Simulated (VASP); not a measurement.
# Ni (Fm-3m) in VASP: further runs, part 2 of 2

VASP 6.6.1.

## 3. Single point, PBE, collinear spin, ferromagnetic start

INCAR

```
SYSTEM = Ni
PREC     = Accurate       ! precision mode
ENCUT    = 520            ! plane-wave cutoff, eV
EDIFF    = 1E-7           ! SCF threshold, eV
ISMEAR   = 1              ! smearing method
SIGMA    = 0.01           ! smearing width, eV
LREAL    = .False.        ! projectors in reciprocal space
LASPH    = .True.         ! aspherical terms in the spheres
NELM     = 150            ! most SCF steps
ALGO     = Normal         ! electronic algorithm
ISIF     = 2              ! what is computed and relaxed
LWAVE    = .False.        ! write WAVECAR
LCHARG   = .False.        ! write CHGCAR
ISPIN    = 2              ! spin polarisation
MAGMOM   = 0.672          ! initial moments
LORBIT   = 11             ! projections on sites
LMAXMIX  = 4              ! l up to which the mixer works
GGA      = PE             ! functional
NBANDS   = 15             ! bands
```

KPOINTS

```
regular mesh
0
Gamma
  15 15 15
  0 0 0
```

POSCAR

```
Ni
1.0
    0.0000000000      1.7596893266      1.7596893266
    1.7596893266      0.0000000000      1.7596893266
    1.7596893266      1.7596893266      0.0000000000
Ni
1
Direct
    0.0000000000      0.0000000000      0.0000000000
```

Potentials or basis: VASP PAW PBE potentials, release 64 (Ni).

On the command line:

```sh
$ cat potpaw_PBE.64/Ni/POTCAR > POTCAR
$ mpirun -np 1 vasp_std > vasp.out
```

Run time: 81 s. Hardware: 1 thread of Intel Xeon 8259CL, shared host; peak memory 0.15 GiB.

It converged, with:

```
Free energy                                           : -5.4714 eV
Pressure                                              : -0.2 GPa
Net moment                                            : 0.64 μB per cell
Site moments                                          : Ni +0.65 μB
Valence electrons inside the program's atomic spheres : Ni 9.31
```

Levels at points of the mesh, in eV from the Fermi level:
Spin up:
```tsv
k point	band 1	band 2	band 3	band 4	band 5	band 6	band 7	band 8	band 9	band 10
(0.00, 0.00, 0.00)	-9.00	-2.45	-2.45	-2.45	-1.26	-1.26	23.71	27.56	27.56	27.56
```
Spin down:
| k point | band 2 | band 3 | band 4 | band 5 | band 6 | band 7 | band 8 | band 9 |
| --- | --- | --- | --- | --- | --- | --- | --- | --- |
| (0.00, 0.00, 0.00) | -1.67 | -1.67 | -1.67 | -0.67 | -0.67 | 23.54 | 27.54 | 27.54 |

## 4. Single point, PBE, collinear spin, ferromagnetic start

INCAR

```
PREC     = Accurate       # precision mode
ENCUT    = 520            # plane-wave cutoff, eV
EDIFF    = 1E-6           # SCF threshold, eV
ISMEAR   = 1              # smearing method
SIGMA    = 0.03           # smearing width, eV
LREAL    = False          # projectors in reciprocal space
LASPH    = True           # aspherical terms in the spheres
NELM     = 150            # most SCF steps
ALGO     = Normal         # electronic algorithm
ISIF     = 2              # what is computed and relaxed
LWAVE    = False          # write WAVECAR
LCHARG   = False          # write CHGCAR
ISPIN    = 2              # spin polarisation
MAGMOM   = 0.672          # initial moments
LORBIT   = 11             # projections on sites
LMAXMIX  = 4              # l up to which the mixer works
GGA      = PE             # functional
NBANDS   = 15             # bands
```

KPOINTS

```
regular mesh
0
Gamma
  15 15 15
```

POSCAR is that of step 3.

On the command line:

```sh
$ cat potpaw_PBE.64/Ni/POTCAR > POTCAR
$ mpirun -np 1 vasp_std > vasp.out
```

Wall time 62 s (1 thread of Intel Xeon 8259CL, shared host); peak memory 0.15 GiB.

It converged, with:

```yaml
Free_energy: -5.4714 eV
Pressure: -0.2 GPa
Net_moment: 0.64 μB per cell
Site_moments: Ni +0.65 μB
Valence_electrons_inside_the_program's_atomic_spheres: Ni 9.31
```

Levels at points of the mesh, in eV from the Fermi level:
Spin up:
```csv
k point,band 1,band 2,band 3,band 4,band 5,band 6,band 7,band 8,band 9,band 10
"(0.00, 0.00, 0.00)",-9.00,-2.44,-2.44,-2.44,-1.26,-1.26,23.71,27.56,27.56,27.56
```
Spin down:
```tsv
k point	band 2	band 3	band 4	band 5	band 6	band 7	band 8	band 9
(0.00, 0.00, 0.00)	-1.67	-1.67	-1.67	-0.67	-0.67	23.54	27.54	27.54
```

## 5. Single point, PBE, collinear spin, ferromagnetic start

INCAR

```
PREC = Accurate
ENCUT = 520
EDIFF = 1E-6
ISMEAR = 1
SIGMA = 0.1
LREAL = False
LASPH = True
NELM = 150
ALGO = Normal
ISIF = 2
LWAVE = False
LCHARG = True
ISPIN = 2
MAGMOM = 0.672
LORBIT = 11
LMAXMIX = 4
GGA = PE
LELF = True
LVHAR = True
NBANDS = 15
```

KPOINTS is that of step 4.

POSCAR is that of step 4.

Potentials or basis: VASP PAW PBE potentials, release 64 (Ni).

On the command line:

```sh
$ cat potpaw_PBE.64/Ni/POTCAR > POTCAR
$ mpirun -np 1 vasp_std > vasp.out
```

OUTCAR:

```text
PREC = Accurate
   ENCUT = 520
   EDIFF = 1E-6
   ISMEAR = 1
   LREAL = False
   LASPH = True
   NELM = 150
   ISIF = 2
   ISPIN = 2
   LORBIT = 11
   GGA = PE

 ion  position               nearest neighbor table
   1  0.000  0.000  0.000-

  LATTYP: Found a face centered cubic cell.
 ALAT       =     3.5193786532

  Lattice vectors:

 A1 = (   0.0000000000,   1.7596893266,   1.7596893266)
 A2 = (   1.7596893266,   0.0000000000,   1.7596893266)
[... 1065 lines left out ...]
 [... further k-points ...]
[... 5 lines left out ...]
  --------------------------------------------------------------------------------------
  -------------------------------------------------------------------------------------
  Total       -0.0141667     -0.0141667     -0.0141667      0.0000000      0.0000000     -0.0000000
  in kB       -2.0827718     -2.0827718     -2.0827718      0.0000000      0.0000000     -0.0000000
  external PRESSURE =      -2.0827718 kB  Pullay stress =       0.0000000 kB

 VOLUME and BASIS-vectors are now :
 -----------------------------------------------------------------------------
  energy-cutoff  :      520.00
  volume of cell :       10.90
      direct lattice vectors                 reciprocal lattice vectors
     0.000000000  1.759689327  1.759689327    -0.284141065  0.284141065  0.284141065
     1.759689327  0.000000000  1.759689327     0.284141065 -0.284141065  0.284141065
     1.759689327  1.759689327  0.000000000     0.284141065  0.284141065 -0.284141065

 POSITION                                       TOTAL-FORCE (eV/Angst)
 -----------------------------------------------------------------------------------
      0.00000      0.00000      0.00000        -0.000000     -0.000000     -0.000000
 -----------------------------------------------------------------------------------
    total drift:                                0.000000      0.000000      0.000000

  FREE ENERGIE OF THE ION-ELECTRON SYSTEM (eV)
  ---------------------------------------------------
  free  energy   TOTEN  =        -5.4715886262 eV

  energy  without entropy=       -5.4713850591  energy(sigma->0) =       -5.47152077

 total charge

# of ion       s       p       d       tot
------------------------------------------
    1        0.498   0.497   8.312   9.307

 magnetization (x)

# of ion       s       p       d       tot
------------------------------------------
    1       -0.006  -0.025   0.691   0.660
```

stdout:

```text
POSCAR found type information on POSCAR Ni
 POSCAR found :  1 types and       1 ions
 scaLAPACK will be used
 LDA part: xc-table for (Slater+PW92), standard interpolation
 POSCAR, INCAR and KPOINTS ok, starting setup
 FFT: planning ... GRIDC
 FFT: planning ... GRID_SOFT
 FFT: planning ... GRID
 WAVECAR not read
 entering main loop
```

Wall time 56 s (1 thread of Intel Xeon 8259CL, shared host); peak memory 0.15 GiB.

What came out:

| Quantity | Value |
| --- | --- |
| Free energy | -5.4716 eV |
| Pressure | -0.2 GPa |
| Net moment | 0.65 μB per cell |
| Site moments | Ni +0.66 μB |
| Valence electrons inside the program's atomic spheres | Ni 9.31 |

## 6. Summary

```csv
smearing,gap on the mesh (eV),pressure (GPa),moment (μB)
gaussian 1 eV,none,3.5,0.00
methfessel-paxton 0.01 eV,none,-0.2,0.64
methfessel-paxton 0.03 eV,none,-0.2,0.64
methfessel-paxton 0.1 eV,none,-0.2,0.65
```

Alike in all rows: task single point; level PBE; potentials or basis VASP PAW PBE potentials, release 64 (Ni); spin collinear, ferromagnetic start; cell as given; k mesh 15 × 15 × 15; cutoff (eV) 520.

Caveats: the cell stands under pressure (at least some runs); so wide a smearing shifts energies and pressures (at least some runs).

Absolute energies hang on the potentials; compare differences alone.
